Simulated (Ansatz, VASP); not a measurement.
In4Ru: VASP beside Ansatz

```xyz
5
Lattice="-3.1410 3.1410 3.1410 3.1410 -3.1410 3.1410 3.1410 3.1410 -3.1410" Properties=species:S:1:pos:R:3 pbc="T T T"
In    1.5705    1.5705   -1.5705
In   -1.5705    1.5705    1.5705
In    1.5705   -1.5705    1.5705
In    1.5705    1.5705    1.5705
Ru    0.0000    0.0000    0.0000
```

Change from the starting cell: species swapped into the Hg4Pt type (Im-3m, No. 229).

Alike in both runs: functional PBE; k mesh 4 × 4 × 4; occupations gaussian, width 0.1 eV; no spin polarisation.

Ansatz relaxed the structure, and its values are those at the end. VASP's run is a single point on that final structure, the one shown.

```csv
,VASP,Ansatz
version,VASP 6.6.1,Ansatz 0.2.0
potentials or method,"VASP PAW PBE potentials, release 64 (In_d, Ru_pv), cutoff 520 eV","scalar-relativistic, plane waves, PAW"
valence electrons in the cell,66,68
```

```tsv
	VASP	Ansatz	Ansatz less VASP
gap on the k mesh at the Fermi level (eV)	none	none	-
pressure (GPa)	-0.1	-0.2	-0.01
```

A gap of «none» marks a metal or a gap that the smearing closes. The functional is the same, so the differences come from potentials, cutoffs and numerics. VASP's potentials hold 66 valence electrons a cell and Ansatz's 68, so a difference there can come from the potentials and not from the codes.
